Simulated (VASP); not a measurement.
Wanted: the native input for a VASP 6.6.1 run.

```
Task                   : single point
Functional             : PBEsol
Potentials or basis    : VASP PAW PBE potentials, release 64 (W_sv, Se)
Cutoff                 : 520 eV
k mesh                 : 12 × 12 × 1
Occupations            : gaussian, width 0.05 eV
Spin                   : no spin polarisation
Dipole correction      : no
Further INCAR settings : ALGO = Normal; EDIFF = 1e-07; NBANDS = 49
```

The structure of WSe2 lies in POSCAR:

```
WSe2
1.0
    3.2709028869      0.0000000000      0.0000000000
   -1.6354514434      2.8326849934      0.0000000000
    0.0000000000      0.0000000000     29.1847510368
W Se
3 6
Direct
    0.6666666667      0.3333333333      0.0000000000
    0.3333333333      0.6666666667      0.7734591570
    0.3333333333      0.6666666667      0.2265408430
    0.3333333333      0.6666666667      0.0563410335
    0.6666666667      0.3333333333      0.8312882791
    0.6666666667      0.3333333333      0.2842751209
    0.3333333333      0.6666666667      0.9436589665
    0.6666666667      0.3333333333      0.7157248791
    0.6666666667      0.3333333333      0.1687117209
```

This cell differs from its parent crystal: atoms displaced along a vibrational mode.

The input as run:

INCAR

```
SYSTEM = WSe2
  PREC = Accurate
  ENCUT = 520
  EDIFF = 1E-7
  ISMEAR = 0
  SIGMA = 0.05
  LREAL = .False.
  LASPH = .True.
  NELM = 80
  ALGO = Normal
  ISIF = 2
  LWAVE = .False.
  LCHARG = .False.
  GGA = PS
  NBANDS = 49
```

KPOINTS

```
Automatic mesh
0
Gamma
  12 12 1
  0 0 0
```

Potentials or basis: VASP PAW PBE potentials, release 64 (W_sv, Se).

Command:

```console
$ cat potpaw_PBE.64/W_sv/POTCAR potpaw_PBE.64/Se/POTCAR > POTCAR
$ mpirun -np 1 vasp_std > vasp.out
```

It gave:

```
Largest force          : 0.620 eV/Å
Band gap on the k mesh : 1.24 eV (least direct gap 1.50 eV)
```

Caveat: the cell differs from its parent crystal (atoms displaced along a vibrational mode); there is no dipole correction, which matters where the two faces differ; the PAW data sets were made with another functional, which shifts forces and pressure a little; spin-orbit coupling is left out, which moves the levels of the heavy elements.

Wall time 4.2 min on 1 thread of Intel(R) Xeon(R) Platinum 8488C (Sapphire Rapids) (shared host), peak memory 0.46 GiB.
